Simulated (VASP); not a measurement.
Al:

```
CELL_PARAMETERS angstrom
0.00000 2.65986 2.65986
2.65986 0.00000 2.65986
2.65986 2.65986 0.00000
ATOMIC_POSITIONS crystal
Al 0.50000 0.50000 0.50000
Al 0.75000 0.75000 0.75000
```

* Program: VASP 6.6.1
* Task: relaxation of cell and atoms
* Functional: r2SCAN
* Potentials or basis: VASP PAW PBE potentials, release 64 (Al)
* Cutoff: 600 eV
* k mesh: 6 × 6 × 6
* Occupations: gaussian, width 0.1 eV
* Spin: no spin polarisation

At the start: pressure 31.1 GPa; volume 18.82 Å³/atom.

Q: How do energy, volume and symmetry change on relaxing?

A: Over 4 steps the energy falls by 611.7 meV/atom and the volume is 27.28 Å³/atom (+45.0 %); space group Fd-3m (No. 227, to 0.05 Å).

Step by step:
```tsv
step	energy change (eV)	largest force (eV/Å)	pressure (GPa)	volume (Å³)
1	0.0000	0.0000	31.14	37.64
2	-1.1334	0.0000	-3.80	61.28
3	-1.2231	0.0000	0.34	54.06
4	-1.2235	0.0000	-0.05	54.56
```

Final structure:
```cif
data_structure
_symmetry_space_group_name_H-M 'P 1'
_symmetry_Int_Tables_number 1
_cell_length_a 4.2573
_cell_length_b 4.2573
_cell_length_c 4.2573
_cell_angle_alpha 60.000
_cell_angle_beta 60.000
_cell_angle_gamma 60.000
_cell_volume 54.56
loop_
_atom_site_label
_atom_site_type_symbol
_atom_site_fract_x
_atom_site_fract_y
_atom_site_fract_z
_atom_site_occupancy
Al1 Al 0.50000 0.50000 0.50000 1
Al2 Al 0.75000 0.75000 0.75000 1
```

Caveat: the volume moved by over 15 % at a fixed basis, so the end points are rough; the PAW data sets were made with another functional, which shifts forces and pressure a little.
